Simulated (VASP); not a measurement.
Wanted: the native input for a VASP 6.6.1 run.

- Task: single point
- Functional: LDA
- Potentials or basis: VASP PAW LDA potentials, release 64 (Y_sv)
- Cutoff: 520 eV
- k mesh: 13 × 13 × 13
- Occupations: fermi-dirac, width 0.1 eV
- Spin: no spin polarisation
- Dipole correction: no
- Further INCAR settings: ALGO = Normal; EDIFF = 1e-07; NBANDS = 12

The structure of Y lies in POSCAR:

```
Y
1.0
   -1.9829524011      1.9829524011      1.9829524011
    1.9829524011     -1.9829524011      1.9829524011
    1.9829524011      1.9829524011     -1.9829524011
Y
1
Direct
    0.0000000000      0.0000000000      0.0000000000
```

This isn't the form of Y at room conditions, which is hcp.

These files were run (other wordings do the same):

INCAR

```
ALGO = Normal
EDIFF = 1E-7
ENCUT = 520
GGA = CA
ISIF = 2
ISMEAR = -1
LASPH = True
LCHARG = False
LREAL = False
LWAVE = False
NBANDS = 12
NELM = 60
PREC = Accurate
SIGMA = 0.1
```

KPOINTS

```
k-points
0
Gamma
  13 13 13
```

Potentials or basis: VASP PAW LDA potentials, release 64 (Y_sv).

The run is started by

```console
$ cat potpaw_LDA.64/Y_sv/POTCAR > POTCAR
$ mpirun -np 1 vasp_std > vasp.out
```

It gave:

The pressure is -1.7 GPa. The band gap on the k mesh is zero (an odd number of electrons rules out a gap without spin polarisation).

Wall time 26 s on 1 thread of Intel(R) Xeon(R) Platinum 8259CL CPU @ 2.50GHz (Skylake/Cascade Lake), on a shared host, peak memory 0.17 GiB.
